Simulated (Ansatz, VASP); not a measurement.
Ga: VASP beside Ansatz

File INCAR:

```
PREC     = Accurate       # precision mode
ENCUT    = 520            # plane-wave cutoff, eV
EDIFF    = 1E-6           # SCF threshold, eV
ISMEAR   = -1             # smearing method
SIGMA    = 0.15           # smearing width, eV
LREAL    = False          # projectors in reciprocal space
LASPH    = True           # aspherical terms in the spheres
NELM     = 80             # most SCF steps
ALGO     = Normal         # electronic algorithm
ISIF     = 2              # what is computed and relaxed
LWAVE    = False          # write WAVECAR
LCHARG   = False          # write CHGCAR
GGA      = PS             # functional
NBANDS   = 48             # bands
```

KPOINTS

```
regular mesh
0
Gamma
  6 6 6
```

POSCAR

```
Ga
1.0
   -3.0146558061      3.0146558061      3.0146558061
    3.0146558061     -3.0146558061      3.0146558061
    3.0146558061      3.0146558061     -3.0146558061
Ga
6
Direct
    0.2500000000      0.6250000000      0.3750000000
    0.3750000000      0.2500000000      0.6250000000
    0.7500000000      0.8750000000      0.1250000000
    0.1250000000      0.7500000000      0.8750000000
    0.6250000000      0.3750000000      0.2500000000
    0.8750000000      0.1250000000      0.7500000000
```

Input for Ansatz:

```yaml
crystal:
  lattice:
    - [-3.014655806066937, 3.014655806066937, 3.014655806066937]
    - [3.014655806066937, -3.014655806066937, 3.014655806066937]
    - [3.014655806066937, 3.014655806066937, -3.014655806066937]
  atoms:
    - { symbol: Ga, position: [0.25, 0.625, 0.375] }
    - { symbol: Ga, position: [0.375, 0.25, 0.625] }
    - { symbol: Ga, position: [0.75, 0.875, 0.125] }
    - { symbol: Ga, position: [0.125, 0.75, 0.875] }
    - { symbol: Ga, position: [0.625, 0.375, 0.25] }
    - { symbol: Ga, position: [0.875, 0.125, 0.75] }
basis:
  ecutwfc: 470.0
kpoints:
  mp_grid:
    grid: [6, 6, 6]
hamiltonian:
  xc: pbesol
scf:
  occupations:
    method: fermi_dirac
    width: 0.15
output:
  stress: true
```

Alike in both runs: task single point; functional PBEsol; k mesh 6 × 6 × 6; occupations fermi-dirac, width 0.15 eV; no spin polarisation.

|  | VASP | Ansatz |
| --- | --- | --- |
| version | VASP 6.6.1 | Ansatz 0.2.0 |
| potentials or method | VASP PAW PBE potentials, release 64 (Ga_d), cutoff 520 eV | plane waves, PAW |
| valence electrons in the cell | 78 | 78 |

Ansatz gave:

| Item | Value |
| --- | --- |
| pressure (GPa) | -1.6 |

Q: Estimate VASP's values.

A: Pressure (GPa): -1.5.

VASP's potentials were made for PBE, not for PBEsol. With one functional, cell and mesh, what is left measures potentials, basis and numerics.
